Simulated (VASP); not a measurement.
Write the native input for VASP 6.6.1 that does the following.

| Item | Value |
| --- | --- |
| Task | single point |
| Functional | r2SCAN |
| Potentials or basis | VASP PAW PBE potentials, release 64 (Al, Cu) |
| Cutoff | 520 eV |
| k mesh | 16 × 16 × 16 |
| Occupations | gaussian, width 0.15 eV |
| Spin | no spin polarisation |
| Dipole correction | no |
| Further INCAR settings | ALGO = Normal; EDIFF = 1e-06; NBANDS = 16 |

The system is Al2Cu.

```
CELL_PARAMETERS angstrom
-2.02736 2.02736 3.15369
2.02736 -2.02736 3.15369
2.02736 2.02736 -3.15369
ATOMIC_POSITIONS crystal
Al 0.75000 0.25000 0.50000
Al 0.25000 0.75000 0.50000
Cu 0.50000 0.50000 0.00000
```

This cell differs from its parent crystal: strain +0.1000 x Voigt [0, 0, 1, 0, 0, 0].

The input as run:

POSCAR

```
Al2Cu
1.0
   -2.0273575169      2.0273575169      3.1536862647
    2.0273575169     -2.0273575169      3.1536862647
    2.0273575169      2.0273575169     -3.1536862647
Al Cu
2 1
Direct
    0.7500000000      0.2500000000      0.5000000000
    0.2500000000      0.7500000000      0.5000000000
    0.5000000000      0.5000000000      0.0000000000
```

INCAR.step1

```
PREC = Accurate
ENCUT = 520
ISMEAR = 0
SIGMA = 0.15
LREAL = F
LASPH = T
NELM = 100
NBANDS = 16
GGA = PE
ALGO = Normal
EDIFF = 1E-4
LWAVE = T
LCHARG = F
```

INCAR.step2

```
PREC = Accurate
ENCUT = 520
EDIFF = 1E-6
ISMEAR = 0
SIGMA = 0.15
LREAL = F
LASPH = T
NELM = 100
ALGO = Normal
ISIF = 2
LWAVE = F
LCHARG = F
METAGGA = R2SCAN
LMIXTAU = T
NBANDS = 16
ISTART = 1
```

KPOINTS

```
regular mesh
0
Gamma
  16 16 16
```

Potentials or basis: VASP PAW PBE potentials, release 64 (Al, Cu).

Run with:

```sh
$ cat potpaw_PBE.64/Al/POTCAR potpaw_PBE.64/Cu/POTCAR > POTCAR
$ cp INCAR.step1 INCAR
$ mpirun -np 1 vasp_std > vasp.out
$ cp INCAR.step2 INCAR
$ mpirun -np 1 vasp_std > vasp.out
```

Results of the run:

| Property | Result |
| --- | --- |
| Pressure | -7.9 GPa |
| Band gap on the k mesh | zero (an odd number of electrons rules out a gap without spin polarisation) |

Caveat: the cell differs from its parent crystal (strain +0.1000 x Voigt [0, 0, 1, 0, 0, 0]); the stress differs along the axes, from -12 to -6 GPa; the PAW data sets were made with another functional, which shifts forces and pressure a little.

It took 7.5 min on 1 thread of Intel(R) Xeon(R) Platinum 8488C (Sapphire Rapids) (shared host), peak memory 0.41 GiB.
